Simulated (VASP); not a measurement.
Set up this calculation in VASP 6.6.1, as the native input.

```
Task                   : single point
Functional             : PBE
Dispersion             : D4
Potentials or basis    : VASP PAW PBE potentials, release 64 (Ti_sv, O)
Cutoff                 : 520 eV
k mesh                 : 6 × 6 × 9
Occupations            : fermi-dirac, width 0.05 eV
Spin                   : no spin polarisation
Dipole correction      : no
Further INCAR settings : ALGO = Normal; EDIFF = 1e-06; NBANDS = 33
```

The structure of TiO2 lies in POSCAR:

```
TiO2
1.0
    4.5689650023      0.0000000000      0.0000000000
    0.0000000000      4.5689650023      0.0000000000
    0.0000000000      0.0000000000      2.9393524679
Ti O
2 4
Direct
    0.0000000000      0.0000000000      0.5000000000
    0.5000000000      0.5000000000      0.0000000000
    0.3043213200      0.3043213200      0.5000000000
    0.1956786800      0.8043213200      0.0000000000
    0.8043213200      0.1956786800      0.0000000000
    0.6956786800      0.6956786800      0.5000000000
```

One way to write it, as run:

INCAR

```
ALGO     = Normal         # electronic algorithm
EDIFF    = 1E-6           # SCF threshold, eV
ENCUT    = 520            # plane-wave cutoff, eV
GGA      = PE             # functional
ISIF     = 2              # what is computed and relaxed
ISMEAR   = -1             # smearing method
IVDW     = 13             # dispersion correction
LASPH    = T              # aspherical terms in the spheres
LCHARG   = T              # write CHGCAR
LELF     = T              # ELF
LREAL    = F              # projectors in reciprocal space
LVHAR    = T            
LWAVE    = F              # write WAVECAR
NBANDS   = 33             # bands
NELM     = 60             # most SCF steps
PREC     = Accurate       # precision mode
SIGMA    = 0.05           # smearing width, eV
```

KPOINTS

```
k-points
0
Gamma
  6 6 9
```

Potentials or basis: VASP PAW PBE potentials, release 64 (Ti_sv, O).

Run with:

```console
$ cat potpaw_PBE.64/Ti_sv/POTCAR potpaw_PBE.64/O/POTCAR > POTCAR
$ mpirun -np 1 vasp_std > vasp.out
```

Results of the run:

```
Pressure                   : 5.8 GPa
Largest force              : 0.098 eV/Å
Band gap on the k mesh     : 1.89 eV
Dispersion energy per atom : -0.212 eV
```

Caveat: the cell stands under pressure; an odd mesh through Γ misses points on the zone boundary, where band edges can lie.

Wall time 42 s on 1 thread of Intel(R) Xeon(R) 6975P-C (Granite Rapids) (shared host), peak memory 0.22 GiB.
